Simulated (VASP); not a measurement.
Here is a VASP 6.6.1 calculation.

The input POSCAR:

```
BaZrO3
1.0
    4.4142723633      0.0000000000      0.0000000000
    0.0000000000      4.4142723633      0.0000000000
    0.0000000000      0.0000000000      3.7521315088
Ba Zr O
1 1 3
Direct
    0.5000000000      0.5000000000      0.5000000000
    0.0000000000      0.0000000000      0.0000000000
    0.5000000000      0.0000000000      0.0000000000
    0.0000000000      0.5000000000      0.0000000000
    0.0000000000      0.0000000000      0.5000000000
```

INCAR.step1

```
PREC     = Accurate       # precision mode
ENCUT    = 520            # plane-wave cutoff, eV
ISMEAR   = 0              # smearing method
SIGMA    = 0.05           # smearing width, eV
LREAL    = False          # projectors in reciprocal space
LASPH    = True           # aspherical terms in the spheres
NELM     = 60             # most SCF steps
NBANDS   = 28             # bands
GGA      = PE             # functional
ALGO     = Normal         # electronic algorithm
EDIFF    = 1E-4           # SCF threshold, eV
LWAVE    = True           # write WAVECAR
LCHARG   = False          # write CHGCAR
```

File INCAR.step2:

```
PREC     = Accurate       # precision mode
ENCUT    = 520            # plane-wave cutoff, eV
EDIFF    = 1E-7           # SCF threshold, eV
ISMEAR   = 0              # smearing method
SIGMA    = 0.05           # smearing width, eV
LREAL    = False          # projectors in reciprocal space
LASPH    = True           # aspherical terms in the spheres
NELM     = 60             # most SCF steps
ALGO     = Normal         # electronic algorithm
ISIF     = 2              # what is computed and relaxed
LWAVE    = False          # write WAVECAR
LCHARG   = False          # write CHGCAR
METAGGA  = R2SCAN         # meta-GGA
LMIXTAU  = True         
NBANDS   = 28             # bands
ISTART   = 1
```

The input KPOINTS:

```
regular mesh
0
Gamma
  6 6 6
```

Potentials or basis: VASP PAW PBE potentials, release 64 (Ba_sv, Zr_sv, O).

Run with:

```bash
$ cat potpaw_PBE.64/Ba_sv/POTCAR potpaw_PBE.64/Zr_sv/POTCAR potpaw_PBE.64/O/POTCAR > POTCAR
$ cp INCAR.step1 INCAR
$ mpirun -np 1 vasp_std > vasp.out
$ cp INCAR.step2 INCAR
$ mpirun -np 1 vasp_std > vasp.out
```

**Question.** Predict the pressure.

**Answer.** 11.6 GPa.

**Question.** Predict the band gap on the k mesh.

**Answer.** 2.99 eV.

Stress tensor (GPa, compression positive):
```
-6.90  0.00  0.00
 0.00 -6.90  0.00
 0.00  0.00 48.70
```

Caveat: the stress differs along the axes, from -7 to 49 GPa; the PAW data sets were made with another functional, which shifts forces and pressure a little; spin-orbit coupling is left out, which moves the levels of the heavy elements. A k mesh can miss the band edges.
